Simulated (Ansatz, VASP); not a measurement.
MnS: VASP beside Ansatz

INCAR

```
PREC = Accurate
ENCUT = 520
EDIFF = 1E-6
ISMEAR = -1
SIGMA = 0.05
LREAL = False
LASPH = True
NELM = 150
ALGO = Normal
ISIF = 2
LWAVE = False
LCHARG = False
ISPIN = 2
MAGMOM = 4 0
LORBIT = 11
LMAXMIX = 4
NBANDS = 20
```

File KPOINTS:

```
Automatic mesh
0
Gamma
  7 7 7
```

Contents of POSCAR:

```
MnS
1.0
    0.0000000000      2.6045000000      2.6045000000
    2.6045000000      0.0000000000      2.6045000000
    2.6045000000      2.6045000000      0.0000000000
Mn S
1 1
Direct
    0.0000000000      0.0000000000      0.0000000000
    0.5000000000      0.5000000000      0.5000000000
```

File input.yaml:

```yaml
crystal:
  lattice:
    - [0.0, 2.6045, 2.6045]
    - [2.6045, 0.0, 2.6045]
    - [2.6045, 2.6045, 0.0]
  atoms:
    - { symbol: Mn, position: [0.0, 0.0, 0.0], spin: 4.0 }
    - { symbol: S, position: [0.5, 0.5, 0.5] }
hamiltonian:
  xc: lda
  pseudopotentials: { kind: paw }
magnetization:
  spin_polarized: true
kpoints:
  mp_grid: { grid: [7, 7, 7] }
  band_path:
    path:
      - [[0.0, 0.0, 0.0], [0.5, 0.0, 0.5], [0.5, 0.25, 0.75], [0.375, 0.375, 0.75], [0.0, 0.0, 0.0], [0.5, 0.5, 0.5], [0.625, 0.25, 0.625], [0.5, 0.25, 0.75], [0.5, 0.5, 0.5], [0.375, 0.375, 0.75]]
      - [[0.625, 0.25, 0.625], [0.5, 0.0, 0.5]]
    npoints: 14
scf:
  occupations: { method: fermi_dirac, width: 0.05 }
  n_extra_bands: 6
output:
  forces: true
  stress: true
  eigenvalues: true
  fatbands: true
  write_density: true
  write_potential: true
  elf: true
  volumetric_format: npy
```

Alike in both runs: functional LDA; k mesh 7 × 7 × 7; occupations fermi-dirac, width 0.05 eV; collinear spin.

```csv
,VASP,Ansatz
version,VASP 6.6.1,Ansatz 0.2.0
potentials or method,"VASP PAW LDA potentials, release 64 (Mn_pv, S)",Ansatz PAW
plane-wave cutoff (eV),520,420
valence electrons in the cell,19,21
task,single point,band structure
```

VASP gave:

```
gap on the k mesh at the Fermi level (eV)                     : none
pressure (GPa)                                                : -12.0
net moment per atom (μB)                                      : 2.27
size of the moment on the site where the two differ most (μB) : 0.10
```

Problem. What did Ansatz give for the same quantities?

Solution. gap on the k mesh at the Fermi level (eV): none; pressure (GPa): -11.6; net moment per atom (μB): 2.29; size of the moment on the site where the two differ most (μB): 0.14.

LDA's correlation is that of Perdew and Zunger in VASP and of Perdew and Wang (1992) in Ansatz. Site moments also hang on the region over which each program counts them. A gap of «none» marks a metal or a gap that the smearing closes. VASP's potentials hold 19 valence electrons a cell and Ansatz's 21, so a difference there can come from the potentials and not from the codes.
